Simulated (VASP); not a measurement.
A run of VASP 6.6.1:

Contents of INCAR:

```
  ALGO = Normal
  EDIFF = 1E-7
  ENCUT = 520
  GGA = PE
  ISIF = 2
  ISMEAR = 0
  LASPH = True
  LCHARG = False
  LREAL = False
  LWAVE = False
  NBANDS = 24
  NELM = 100
  PREC = Accurate
  SIGMA = 0.1
```

File KPOINTS:

```
k-points
0
Gamma
  6 6 2
```

POSCAR

```
SrO
1.0
    3.9412472974     -0.0000000035      0.0000000000
   -1.9706236457      3.4132202839      0.0000000000
    0.0000000000      0.0000000000      7.2577164436
Sr O
2 2
Direct
    0.0000000000      0.0000000000      0.8064860410
    0.0000000000      0.0000000000      0.1935139590
    0.3333333333      0.6666666667      0.0000000000
    0.6666666667      0.3333333333      0.0000000000
```

Potentials or basis: VASP PAW PBE potentials, release 64 (Sr_sv, O).

The run is started by

```bash
$ cat potpaw_PBE.64/Sr_sv/POTCAR potpaw_PBE.64/O/POTCAR > POTCAR
$ mpirun -np 1 vasp_std > vasp.out
```

Hardware: 1 thread of Intel(R) Xeon(R) 6975P-C (Granite Rapids), with other jobs on the host.

**Question.** Estimate the wall time of this run.

**Answer.** Wall time 24 s on 1 thread of Intel(R) Xeon(R) 6975P-C (Granite Rapids), with other jobs on the host, peak memory 0.21 GiB. Counts: scf iterations 19, k points 14.
